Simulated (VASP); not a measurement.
# Tl (I4/mmm) in VASP: a series of runs

Tl is run at these levels: PBEsol; tasks: single point.

All numbers are computed with VASP 6.6.1; they aren't measurements. Logs are shortened: lines on timing, memory, paths and dates and some standing lists are left out, and cuts for length are marked.

## 1. The cell of the first run

It takes space group I4/mmm (No. 139, tetragonal). The conventional cell has a = 3.557 Å, b = 3.557 Å, c = 4.624 Å, α = 90.00°, β = 90.00°, γ = 90.00°. Within 4.5 Å of Tl (site symmetry 4/mmm) lie 12 Tl at 3.42 to 3.56 Å.

## 2. Single point, PBEsol

INCAR reads:

```
PREC     = Accurate       # precision mode
ENCUT    = 520            # plane-wave cutoff, eV
EDIFF    = 1E-6           # SCF threshold, eV
ISMEAR   = 0              # smearing method
SIGMA    = 0.15           # smearing width, eV
LREAL    = F              # projectors in reciprocal space
LASPH    = T              # aspherical terms in the spheres
NELM     = 80             # most SCF steps
ALGO     = Fast           # electronic algorithm
ISIF     = 2              # what is computed and relaxed
LWAVE    = F              # write WAVECAR
LCHARG   = T              # write CHGCAR
GGA      = PS             # functional
LELF     = T              # ELF
LVHAR    = T            
NBANDS   = 12             # bands
```

KPOINTS reads:

```
Automatic mesh
0
Gamma
  20 20 20
```

POSCAR reads:

```
Tl
1.0
   -1.7784612949      1.7784612949      2.3119996833
    1.7784612949     -1.7784612949      2.3119996833
    1.7784612949      1.7784612949     -2.3119996833
Tl
1
Direct
    0.0000000000      0.0000000000      0.0000000000
```

Potentials or basis: VASP PAW PBE potentials, release 64 (Tl_d).

Launch:

```
$ cat potpaw_PBE.64/Tl_d/POTCAR > POTCAR
$ mpirun -np 1 vasp_std > vasp.out
```

OUTCAR:

```text
PREC = Accurate
   ENCUT = 520
   EDIFF = 1E-6
   ISMEAR = 0
   LREAL = F
   LASPH = T
   NELM = 80
   ISIF = 2
   GGA = PS

 ion  position               nearest neighbor table
   1  0.000  0.000  0.000-

  LATTYP: Found a body centered tetragonal cell.
 ALAT       =     3.5569225898
 C/A-ratio  =     1.3000000000

  Lattice vectors:

 A1 = (  -1.7784612949,   1.7784612949,   2.3119996833)
 A2 = (   1.7784612949,  -1.7784612949,   2.3119996833)
 A3 = (   1.7784612949,   1.7784612949,  -2.3119996833)

Analysis of symmetry for initial positions (statically):
=====================================================================
 Subroutine PRICEL returns:
 Original cell was already a primitive cell.

 Routine SETGRP: Setting up the symmetry group for a
 body centered tetragonal supercell.

 Subroutine GETGRP returns: Found 16 space group operations
 (whereof 16 operations were pure point group operations)
 out of a pool of 16 trial point group operations.

The static configuration has the point symmetry D_4h.

Analysis of symmetry for dynamics (positions and initial velocities):
=====================================================================
 Subroutine PRICEL returns:
 Original cell was already a primitive cell.

 Routine SETGRP: Setting up the symmetry group for a
 body centered tetragonal supercell.

 Subroutine GETGRP returns: Found 16 space group operations
 (whereof 16 operations were pure point group operations)
 out of a pool of 16 trial point group operations.

The dynamic configuration has the point symmetry D_4h.

 Subroutine INISYM returns: Found 16 space group operations
 (whereof 16 operations are pure point group operations),
 and found     1 'primitive' translations

----------------------------------------------------------------------------------------

                                     Primitive cell

  volume of cell :      29.2507

  direct lattice vectors                    reciprocal lattice vectors
    -1.778461295  1.778461295  2.311999683     0.000000000  0.281141907  0.216263005
     1.778461295 -1.778461295  2.311999683     0.281141907  0.000000000  0.216263005
     1.778461295  1.778461295 -2.311999683     0.281141907  0.281141907  0.000000000

  length of vectors
     3.416312587  3.416312587  3.416312587     0.354697701  0.354697701  0.397594698

  position of ions in fractional coordinates (direct lattice)
     0.000000000  0.000000000  0.000000000

  ion indices of the primitive-cell ions
   primitive index   ion index
                 1           1

----------------------------------------------------------------------------------------

 KPOINTS: Automatic mesh

Automatic generation of k-mesh.
 Grid dimensions read from file:
 generate k-points for:   20   20   20

 Generating k-lattice:

  Cartesian coordinates                     Fractional coordinates (reciprocal lattice)
     0.000000000  0.014057095  0.010813150     0.050000000 -0.000000000  0.000000000
     0.014057095  0.000000000  0.010813150    -0.000000000  0.050000000  0.000000000
     0.014057095  0.014057095  0.000000000     0.000000000  0.000000000  0.050000000

  Length of vectors
     0.017734885  0.017734885  0.019879735

  Shift w.r.t. Gamma in fractional coordinates (k-lattice)
     0.000000000  0.000000000  0.000000000

 Subroutine IBZKPT returns following result:
 ===========================================

 Found    641 irreducible k-points:

 Following reciprocal coordinates:
            Coordinates               Weight
  0.000000  0.000000  0.000000      1.000000
  0.050000 -0.000000  0.000000      8.000000
  0.100000 -0.000000  0.000000      8.000000
  0.150000  0.000000  0.000000      8.000000
  0.200000 -0.000000  0.000000      8.000000
  0.250000  0.000000  0.000000      8.000000
[... 16 lines left out ...]
 -0.400000  0.050000  0.000000     16.000000
 -0.350000  0.050000  0.000000     16.000000
 [... further k-points ...]
   k-points           NKPTS =    641   k-points in BZ     NKDIM =    641   number of bands    NBANDS=     12
   number of dos      NEDOS =    301   number of ions     NIONS =      1
   total plane-waves  NPLWV =  21952
   dimension x,y,z NGX =    28 NGY =   28 NGZ =   28
   dimension x,y,z NGXF=    56 NGYF=   56 NGZF=   56
   ions per type =               1
   NGX,Y,Z   is equivalent  to a cutoff of  13.63, 13.63, 13.63 a.u.
   NGXF,Y,Z  is equivalent  to a cutoff of  27.25, 27.25, 27.25 a.u.
 SYSTEM =  unknown system
   PREC   = accura    normal or accurate (medium, high low for compatibility)
   ISTART =      0    job   : 0-new  1-cont  2-samecut
   ICHARG =      2    charge: 1-file 2-atom 10-const
   ISPIN  =      1    spin polarized calculation?
   LNONCOLLINEAR =      F non collinear calculations
   LSORBIT =      F    spin-orbit coupling
   LASPH  =      T    aspherical Exc in radial PAW
   ENCUT  =  520.0 eV  38.22 Ry    6.18 a.u.   6.35  6.35  6.35*2*pi/ulx,y,z
   NELM   =     80;   NELMIN=  2; NELMDL= -5     # of ELM steps
   EDIFF  = 0.1E-05   stopping-criterion for ELM
   LREAL  =      F    real-space projection
   EDIFFG = 0.1E-04   stopping-criterion for IOM
   NSW    =      0    number of steps for IOM
   IBRION =     -1    ionic relax: 0-MD 1-quasi-New 2-CG
   NFREE  =      0    steps in history (QN), initial steepest desc. (CG)
   ISIF   =      2    stress and relaxation
   ISYM   =      2    0-nonsym 1-usesym 2-fastsym
   POTIM  = 0.5000    time-step for ionic-motion
   TEBEG  =    0.0;   TEEND  =   0.0 temperature during run
   PSTRESS=    0.0 pullay stress
   NELECT =      13.0000    total number of electrons
   NUPDOWN=      -1.0000    fix difference up-down
   EMIN   =  10.00;   EMAX   =-10.00  energy-range for DOS
   EFERMI =   0.00;   METHOD = LEGACY
   ISMEAR =     0;   SIGMA  =   0.15  broadening in eV -4-tet -1-fermi 0-gaus
   EFERMI_NEDOS =   21; number of points for ismear=-14 and -15
   IALGO  =     68    algorithm
   IMIX   =      4    mixing-type and parameters
     AMIX     =   0.40;   BMIX     =  1.00
     AMIX_MAG =   1.60;   BMIX_MAG =  1.00
  volume/ion in A,a.u.               =      29.25       197.39
  Fermi-wavevector in a.u.,A,eV,Ry     =   1.249330  2.360891 21.236311  1.560825
  Thomas-Fermi vector in A             =   2.383375
   LORBIT       =      0    0 simple, 1 ext, 2 COOP (PROOUT), +10 PAW based schemes
   GGA     = PS    functional components
   LHFCALC =     F    Hartree Fock is set to
   AEXX    =    0.0000 exact exchange contribution
   IVDW    =     0    specifies the selected vdW correction
   LEPSILON=     F    determine dielectric tensor
   LRPA    =     F    only Hartree local field effects (RPA)
 non-spin polarized calculation
 RMM-DIIS sequential band-by-band and
 Gauss-broadening in eV      SIGMA  =   0.15
  energy-cutoff  :      520.00
  volume of cell :       29.25
 maximum number of plane-waves:       809
 NGX is ok and might be reduce to    28
   NGX = 13   NGY = 13   NGZ = 13

 number of electron      12.9999997 magnetization

 Free energy of the ion-electron system (eV)
  ---------------------------------------------------
  ext. energy  EPLUGINS =         0.00000000
  ---------------------------------------------------
  free energy    TOTEN  =        -2.61610947 eV

  energy without entropy =       -2.61001052  energy(sigma->0) =       -2.61305999

 E-fermi :   6.0910     XC(G=0): -10.2551

 val. band max:        6.0815795435   @ k =   0.3000   0.2500   0.0000
 cond. band min:       6.0932181765   @ k =  -0.4000   0.4000   0.3500
 fundamental gap:      0.0116386330
 Fermi energy:         6.0909851598

 k-point     1 :       0.0000    0.0000    0.0000
  band No.  band energies     occupation
      1      -5.4164      2.00000
      2      -5.4164      2.00000
      3      -5.2578      2.00000
      4      -5.1838      2.00000
      5      -5.0338      2.00000
      6      -3.7660      2.00000
      7      16.1348      0.00000
      8      16.3422      0.00000
      9      16.3422      0.00000
     10      17.1226      0.00000
     11      20.2409      0.00000
     12      20.9898      0.00000

 k-point     2 :       0.0500   -0.0000    0.0000
  band No.  band energies     occupation
      1      -5.4140      2.00000
      2      -5.4095      2.00000
      3      -5.2561      2.00000
      4      -5.1832      2.00000
      5      -5.0364      2.00000
      6      -3.7134      2.00000
      7      15.5471      0.00000
      8      16.1802      0.00000
      9      16.2524      0.00000
     10      17.0731      0.00000
     11      20.4656      0.00000
     12      21.1142      0.00000

 k-point     3 :       0.1000   -0.0000    0.0000
  band No.  band energies     occupation
      1      -5.4096      2.00000
      2      -5.3919      2.00000
      3      -5.2510      2.00000
      4      -5.1784      2.00000
      5      -5.0428      2.00000
      6      -3.5537      2.00000
      7      14.0733      0.00000
      8      16.0036      0.00000
      9      16.0404      0.00000
     10      17.0451      0.00000
     11      20.3682      0.00000
     12      20.8434      0.00000
[... 286 lines left out ...]
 k-point    23 :      -0.4000    0.0500    0.0000
  band No.  band energies     occupation
      1      -5.5210      2.00000
      2      -5.4080      2.00000
      3      -5.2603      2.00000
      4      -4.9506      2.00000
      5      -4.9020      2.00000
      6      -0.5653      2.00000
      7       5.3811      2.00000
      8      13.5551      0.00000
      9      14.3987      0.00000
     10      16.7145      0.00000
     11      18.4002      0.00000
     12      19.2739      0.00000

 k-point    24 :      -0.3500    0.0500    0.0000
  band No.  band energies     occupation
      1      -5.4958      2.00000
      2      -5.3918      2.00000
      3      -5.2458      2.00000
      4      -4.9974      2.00000
      5      -4.9463      2.00000
      6      -1.3150      2.00000
      7       6.7267      0.00000
      8      13.8714      0.00000
      9      14.6271      0.00000
     10      16.7458      0.00000
     11      18.4576      0.00000
     12      19.4440      0.00000

 [... further k-points ...]
[... 5 lines left out ...]
  --------------------------------------------------------------------------------------
  -------------------------------------------------------------------------------------
  Total       -0.2181564     -0.2181564     -0.1802732      0.0000000      0.0000000      0.0000000
  in kB      -11.9492860    -11.9492860     -9.8742724      0.0000000      0.0000000      0.0000000
  external PRESSURE =     -11.2576148 kB  Pullay stress =       0.0000000 kB

 VOLUME and BASIS-vectors are now :
 -----------------------------------------------------------------------------
  energy-cutoff  :      520.00
  volume of cell :       29.25
      direct lattice vectors                 reciprocal lattice vectors
    -1.778461295  1.778461295  2.311999683     0.000000000  0.281141907  0.216263005
     1.778461295 -1.778461295  2.311999683     0.281141907  0.000000000  0.216263005
     1.778461295  1.778461295 -2.311999683     0.281141907  0.281141907  0.000000000

 POSITION                                       TOTAL-FORCE (eV/Angst)
 -----------------------------------------------------------------------------------
      0.00000      0.00000      0.00000        -0.000000      0.000000      0.000000
 -----------------------------------------------------------------------------------
    total drift:                               -0.000000     -0.000000     -0.000000

  FREE ENERGIE OF THE ION-ELECTRON SYSTEM (eV)
  ---------------------------------------------------
  free  energy   TOTEN  =        -2.6161094723 eV

  energy  without entropy=       -2.6100105173  energy(sigma->0) =       -2.61305999
```

It took 78 s on 1 thread of Intel Xeon 6975P-C (Granite Rapids), shared host; peak memory 0.33 GiB.

Results:

| Item | Value |
| --- | --- |
| Free energy | -2.6161 eV |
| Pressure | -1.1 GPa |

Stress tensor (GPa, compression positive):
```
-1.19  0.00  0.00
 0.00 -1.19  0.00
 0.00  0.00 -0.99
```

Caveat: the PAW data sets were made with another functional, which shifts forces and pressure a little; spin-orbit coupling is left out, which moves the levels of the heavy elements.

## 3. Single point, PBEsol

INCAR reads:

```
PREC = Accurate
ENCUT = 520
EDIFF = 1E-6
ISMEAR = 0
SIGMA = 0.15
LREAL = F
LASPH = T
NELM = 80
ALGO = Fast
ISIF = 2
LWAVE = F
LCHARG = F
GGA = PS
NBANDS = 12
```

KPOINTS is that of step 2.

POSCAR reads:

```
Tl
1.0
   -1.9957046058      1.9957046058      1.8360482373
    1.9957046058     -1.9957046058      1.8360482373
    1.9957046058      1.9957046058     -1.8360482373
Tl
1
Direct
    0.0000000000      0.0000000000      0.0000000000
```

Potentials or basis: VASP PAW PBE potentials, release 64 (Tl_d).

Launch:

```
$ cat potpaw_PBE.64/Tl_d/POTCAR > POTCAR
$ mpirun -np 1 vasp_std > vasp.out
```

Run time: 76 s. Hardware: 1 thread of Intel Xeon 6975P-C (Granite Rapids), shared host; peak memory 0.33 GiB.

The run converged. Its results:

```yaml
Free_energy: -2.6245 eV
Pressure: -0.8 GPa
```

Stress tensor (GPa, compression positive):
```
-1.07  0.00  0.00
 0.00 -1.07  0.00
 0.00  0.00 -0.38
```

Levels at points of the mesh, in eV from the Fermi level:
| k point | band 4 | band 5 | band 6 | band 7 | band 8 | band 9 |
| --- | --- | --- | --- | --- | --- | --- |
| (0.00, 0.00, 0.00) | -11.22 | -11.10 | -9.89 | 10.09 | 10.09 | 11.19 |
| (0.50, 0.00, 0.00) | -11.07 | -10.87 | -4.82 | -2.56 | 5.42 | 6.65 |
| (0.50, 0.50, 0.00) | -11.18 | -10.89 | -5.34 | -2.81 | 6.58 | 8.07 |
| (0.50, 0.50, 0.50) | -10.95 | -10.92 | -1.82 | 0.93 | 0.93 | 2.57 |

Caveat: the PAW data sets were made with another functional, which shifts forces and pressure a little; spin-orbit coupling is left out, which moves the levels of the heavy elements.

## 4. Single point, PBEsol

INCAR reads:

```
SYSTEM = Tl
  PREC = Accurate
  ENCUT = 520
  EDIFF = 1E-7
  ISMEAR = 0
  SIGMA = 0.15
  LREAL = .False.
  LASPH = .True.
  NELM = 60
  ALGO = Fast
  ISIF = 2
  LWAVE = .False.
  LCHARG = .True.
  GGA = PS
  LELF = .True.
  LVHAR = .True.
  NBANDS = 12
```

KPOINTS reads:

```
Automatic mesh
0
Gamma
  20 20 20
  0 0 0
```

POSCAR reads:

```
Tl
1.0
   -1.8803035832      1.8803035832      2.0683339416
    1.8803035832     -1.8803035832      2.0683339416
    1.8803035832      1.8803035832     -2.0683339416
Tl
1
Direct
    0.0000000000      0.0000000000      0.0000000000
```

Launch:

```
$ cat potpaw_PBE.64/Tl_d/POTCAR > POTCAR
$ mpirun -np 1 vasp_std > vasp.out
```

Run time: 87 s. Hardware: 1 thread of Intel Xeon 6975P-C (Granite Rapids), shared host; peak memory 0.33 GiB.

The run converged. Its results:

* Free energy: -2.6244 eV
* Pressure: -0.9 GPa

Stress tensor (GPa, compression positive):
```
-0.65  0.00  0.00
 0.00 -0.65  0.00
 0.00  0.00 -1.33
```

Levels at points of the mesh, in eV from the Fermi level:
| k point | band 4 | band 5 | band 6 | band 7 | band 8 | band 9 |
| --- | --- | --- | --- | --- | --- | --- |
| (0.00, 0.00, 0.00) | -11.25 | -11.15 | -9.93 | 10.17 | 10.55 | 10.55 |
| (0.50, 0.00, 0.00) | -11.15 | -10.92 | -5.19 | -2.77 | 6.20 | 7.60 |
| (0.50, 0.50, 0.00) | -11.13 | -10.89 | -4.68 | -2.48 | 4.98 | 6.07 |
| (0.50, 0.50, 0.50) | -10.96 | -10.96 | -1.91 | 0.30 | 2.04 | 2.04 |

Caveat: the PAW data sets were made with another functional, which shifts forces and pressure a little; spin-orbit coupling is left out, which moves the levels of the heavy elements.

## 5. Summary

| cell | further INCAR settings | gap on the mesh (eV) | pressure (GPa) |
| --- | --- | --- | --- |
| a = 3.416 Å, angles 117.3, 117.3, 94.8°, 1 atom | ALGO = Fast; EDIFF = 1e-06; NBANDS = 12 | none | -1.1 |
| a = 3.367 Å, angles 107.3, 107.3, 113.9°, 1 atom | ALGO = Fast; EDIFF = 1e-06; NBANDS = 12 | none | -0.8 |
| a = 3.369 Å, angles 112.1, 112.1, 104.2°, 1 atom | ALGO = Fast; EDIFF = 1e-07; NBANDS = 12 | none | -0.9 |

Alike in all rows: task single point; level PBEsol; potentials or basis VASP PAW PBE potentials, release 64 (Tl_d); no spin polarisation; k mesh 20 × 20 × 20; cutoff (eV) 520; smearing gaussian 0.15 eV.

Caveats: the PAW data sets were made with another functional, which shifts forces and pressure a little; spin-orbit coupling is left out, which moves the levels of the heavy elements.

Total energies depend on the potentials used, so only differences within one code and one set of settings carry meaning.
